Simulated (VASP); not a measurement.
Wanted: the native input for a VASP 6.6.1 run.

* Task: single point
* Functional: r2SCAN
* Potentials or basis: VASP PAW PBE potentials, release 64 (Rb_sv, Cl)
* Cutoff: 550 eV
* k mesh: 6 × 6 × 6
* Occupations: gaussian, width 0.01 eV
* Spin: no spin polarisation
* Dipole correction: no
* Further INCAR settings: ALGO = Normal; EDIFF = 1e-06; NBANDS = 15

RbCl:

```
CELL_PARAMETERS angstrom
0.00000 3.23824 3.23824
3.23824 0.00000 3.23824
3.23824 3.23824 0.00000
ATOMIC_POSITIONS crystal
Rb 0.00000 0.00000 0.00000
Cl 0.50000 0.50000 0.50000
```

This cell differs from its parent crystal: volume changed by -6%.

One way to write it, as run:

POSCAR

```
RbCl
1.0
    0.0000000000      3.2382436989      3.2382436989
    3.2382436989      0.0000000000      3.2382436989
    3.2382436989      3.2382436989      0.0000000000
Rb Cl
1 1
Direct
    0.0000000000      0.0000000000      0.0000000000
    0.5000000000      0.5000000000      0.5000000000
```

INCAR.step1

```
SYSTEM = RbCl
PREC = Accurate
ENCUT = 550
ISMEAR = 0
SIGMA = 0.01
LREAL = .FALSE.
LASPH = .TRUE.
NELM = 120
NBANDS = 15
GGA = PE
ALGO = Normal
EDIFF = 1E-5
LWAVE = .TRUE.
LCHARG = .FALSE.
GGA_COMPAT = .FALSE.
```

INCAR.step2

```
SYSTEM = RbCl
PREC = Accurate
ENCUT = 550
EDIFF = 1E-6
ISMEAR = 0
SIGMA = 0.01
LREAL = .FALSE.
LASPH = .TRUE.
NELM = 120
ALGO = Normal
ISIF = 2
LWAVE = .FALSE.
LCHARG = .TRUE.
METAGGA = R2SCAN
LMIXTAU = .TRUE.
LELF = .TRUE.
LVHAR = .TRUE.
NBANDS = 15
ISTART = 1
GGA_COMPAT = .FALSE.
```

KPOINTS

```
regular mesh
0
G
  6 6 6
  0 0 0
```

Potentials or basis: VASP PAW PBE potentials, release 64 (Rb_sv, Cl).

Launch:

```sh
$ cat potpaw_PBE.64/Rb_sv/POTCAR potpaw_PBE.64/Cl/POTCAR > POTCAR
$ cp INCAR.step1 INCAR
$ mpirun -np 1 vasp_std > vasp.out
$ cp INCAR.step2 INCAR
$ mpirun -np 1 vasp_std > vasp.out
```

It gave:

The pressure is 1.3 GPa and the band gap on the k mesh is 5.76 eV, direct.

Caveat: the PAW data sets were made with another functional, which shifts forces and pressure a little.

Run time: 73 s on 1 thread of Intel(R) Xeon(R) Platinum 8259CL CPU @ 2.50GHz (Skylake/Cascade Lake), with other jobs on the host, peak memory 0.21 GiB.
